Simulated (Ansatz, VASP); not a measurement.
One calculation of TiAl, two programs

Contents of INCAR:

```
SYSTEM = TiAl
ALGO     = Fast           ! electronic algorithm
EDIFF    = 1E-7           ! SCF threshold, eV
EDIFFG   = -0.01          ! ionic threshold
ENCUT    = 600            ! plane-wave cutoff, eV
GGA      = RP             ! functional
IBRION   = 2              ! ionic algorithm
ISIF     = 3              ! what is computed and relaxed
ISMEAR   = -1             ! smearing method
LASPH    = .TRUE.         ! aspherical terms in the spheres
LCHARG   = .FALSE.        ! write CHGCAR
LREAL    = .FALSE.        ! projectors in reciprocal space
LWAVE    = .FALSE.        ! write WAVECAR
NELM     = 100            ! most SCF steps
NSW      = 60             ! ionic steps
PREC     = Accurate       ! precision mode
SIGMA    = 0.05           ! smearing width, eV
```

File KPOINTS:

```
k-points
0
G
  11 11 6
  0 0 0
```

The input POSCAR:

```
TiAl
1.0
    2.8672622327      0.0000000000      0.0000000000
   -1.4336311163      2.4831219328      0.0000000000
    0.0000000000      0.0000000000      4.6780830000
Ti Al
1 1
Direct
    0.0000000000      0.0000000000      0.0000000000
    0.3333333333      0.6666666667      0.5000000000
```

input.yaml

```yaml
crystal:
  lattice:
    - [2.8672622327, 0.0, 0.0]
    - [-1.4336311163, 2.4831219328, 0.0]
    - [0.0, 0.0, 4.678083]
  atoms:
    - { symbol: Ti, position: [0.0, 0.0, 0.0] }
    - { symbol: Al, position: [0.3333333333, 0.6666666667, 0.5] }
hamiltonian:
  xc: rpbe
  pseudopotentials: { kind: paw }
kpoints:
  mp_grid: { grid: [11, 11, 6] }
scf:
  occupations: { method: fermi_dirac, width: 0.05 }
output:
  forces: true
  stress: true
  eigenvalues: true
relax:
  f_tol: 0.01
  max_steps: 40
  cell: { stress_tol: 0.05 }
```

Alike in both runs: task relaxation of cell and atoms; functional RPBE; k mesh 11 × 11 × 6; occupations fermi-dirac, width 0.05 eV; no spin polarisation.

```csv
,VASP,Ansatz
version,VASP 6.6.1,Ansatz 0.2.0
potentials or method,"VASP PAW PBE potentials, release 64 (Ti_sv, Al)",Ansatz PAW
plane-wave cutoff (eV),600,420
valence electrons in the cell,15,15
```

|  | VASP | Ansatz | Ansatz less VASP |
| --- | --- | --- | --- |
| gap on the k mesh at the Fermi level, each at its own relaxed structure (eV) | none | none | - |
| relaxed volume (Å³/atom) | 17.11 | 17.13 | +0.027 |
| relaxed length of the cell vector where the two differ most in proportion (Å) | 2.910 | 2.912 | +0.0018 |

VASP's potentials were made for PBE, not for RPBE. A gap of «none» marks a metal or a gap that the smearing closes.

Noted on Ansatz's run: the plane-wave basis is chosen anew once the cell has moved, so the energies of steps on either side of that aren't comparable.
